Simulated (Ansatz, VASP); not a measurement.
**Two plane-wave programs on Ga**

The input INCAR:

```
SYSTEM = Ga
PREC     = Accurate       ! precision mode
ENCUT    = 520            ! plane-wave cutoff, eV
EDIFF    = 1E-7           ! SCF threshold, eV
ISMEAR   = -1             ! smearing method
SIGMA    = 0.1            ! smearing width, eV
LREAL    = .False.        ! projectors in reciprocal space
LASPH    = .True.         ! aspherical terms in the spheres
NELM     = 100            ! most SCF steps
ALGO     = Normal         ! electronic algorithm
ISIF     = 2              ! what is computed and relaxed
LWAVE    = .False.        ! write WAVECAR
LCHARG   = .False.        ! write CHGCAR
GGA      = RP             ! functional
NBANDS   = 12             ! bands
```

The input KPOINTS:

```
Automatic mesh
0
Gamma
  13 13 13
  0 0 0
```

Contents of POSCAR:

```
Ga
1.0
    2.7987583475      0.0000000000      0.0000000000
    0.0000000000      2.7987583475      0.0000000000
    0.0000000000      0.0000000000      2.7987583475
Ga
1
Direct
    0.0000000000      0.0000000000      0.0000000000
```

Input for Ansatz:

```yaml
crystal:
  lattice:
    - [2.7987583475, 0.0, 0.0]
    - [0.0, 2.7987583475, 0.0]
    - [0.0, 0.0, 2.7987583475]
  atoms:
    - { symbol: Ga, position: [0.0, 0.0, 0.0] }
hamiltonian:
  xc: rpbe
  pseudopotentials:
    kind: paw
    azcp:
      Ga: "pseudopotentials/Ga.paw.azcp"
basis:
  ecutwfc: 420
  fft_grid_basis: typed
kpoints:
  mp_grid: { grid: [13, 13, 13], shift: [0, 0, 0] }
magnetization:
  spin_polarized: false
scf:
  occupations: { method: fermi_dirac, width: 0.1 }
  lower_state_search: "off"
output:
  stress: true
```

Alike in both runs: task single point; functional RPBE; k mesh 13 × 13 × 13; occupations fermi-dirac, width 0.1 eV; no spin polarisation.

|  | VASP | Ansatz |
| --- | --- | --- |
| version | VASP 6.6.1 | Ansatz 0.2.0 |
| potentials or method | VASP PAW PBE potentials, release 64 (Ga_d), cutoff 520 eV | plane waves (420 eV) with PAW, scalar-relativistic |
| valence electrons in the cell | 13 | 13 |

Ansatz gave:

| Quantity | Value |
| --- | --- |
| pressure (GPa) | -1.6 |

Question: Which values does VASP return?

Answer: Pressure (GPa): -1.5.

VASP's potentials were made for PBE, not for RPBE.
